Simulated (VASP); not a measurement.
Write the native input for VASP 6.6.1 that does the following.

| Property | Result |
| --- | --- |
| Task | single point |
| Functional | PBE |
| Potentials or basis | VASP PAW PBE potentials, release 64 (Al, Nb_sv, F) |
| Cutoff | 520 eV |
| k mesh | 6 × 6 × 4 |
| Occupations | gaussian, width 0.1 eV |
| Spin | collinear spin |
| Starting moments | [-0.01, -0.04, 1.3, 0.02, 0.02, 0.0] μB |
| Dipole correction | no |
| Further INCAR settings | ALGO = Normal; EDIFF = 1e-07; NBANDS = 33 |

The structure of NbAl2F3 lies in POSCAR:

```
NbAl2F3
1.0
    4.2439160137      0.0000000000      0.0000000000
   -2.1219580069      3.6753390794      0.0000000000
    0.0000000000      0.0000000000      5.9760954703
Al Nb F
2 1 3
Direct
    0.3333333333      0.6666666667      0.5000000000
    0.0000000000      0.0000000000      0.5000000000
    0.0000000000      0.0000000000      0.0000000000
    0.3333333333      0.6666666667      0.1877864578
    0.3333333333      0.6666666667      0.8122135422
    0.6666666667      0.3333333333      0.0000000000
```

The cell was generated, and may not be a known phase.

These files were run (other wordings do the same):

INCAR

```
SYSTEM = NbAl2F3
PREC = Accurate ; ENCUT = 520
EDIFF = 1E-7 ; ISMEAR = 0
SIGMA = 0.1 ; LREAL = .FALSE.
LASPH = .TRUE. ; NELM = 150
ALGO = Normal ; ISIF = 2
LWAVE = .FALSE. ; LCHARG = .FALSE.
ISPIN = 2 ; MAGMOM = -0.01 -0.04 1.3 0.02 0.02 0
LORBIT = 11 ; LMAXMIX = 4
GGA = PE ; NBANDS = 33
```

KPOINTS

```
Automatic mesh
0
G
  6 6 4
  0 0 0
```

Potentials or basis: VASP PAW PBE potentials, release 64 (Al, Nb_sv, F).

The run is started by

```bash
$ cat potpaw_PBE.64/Al/POTCAR potpaw_PBE.64/Nb_sv/POTCAR potpaw_PBE.64/F/POTCAR > POTCAR
$ mpirun -np 1 vasp_std > vasp.out
```

Results of the run:

| Property | Result |
| --- | --- |
| Pressure | -0.1 GPa |
| Largest force | 0.039 eV/Å |
| Net moment | 1.66 μB per cell |
| Site moments | Al -0.02, -0.03; Nb +1.42; F +0.01, -0.01 (each value once) μB |
| Valence electrons inside the program's atomic spheres | Al 0.79, 0.90; Nb 10.30; F 6.09, 6.04 (each value once) |

Wall time 4 min on 1 thread of AMD EPYC 7R13 Processor (Zen 3), on a shared host, peak memory 0.27 GiB.
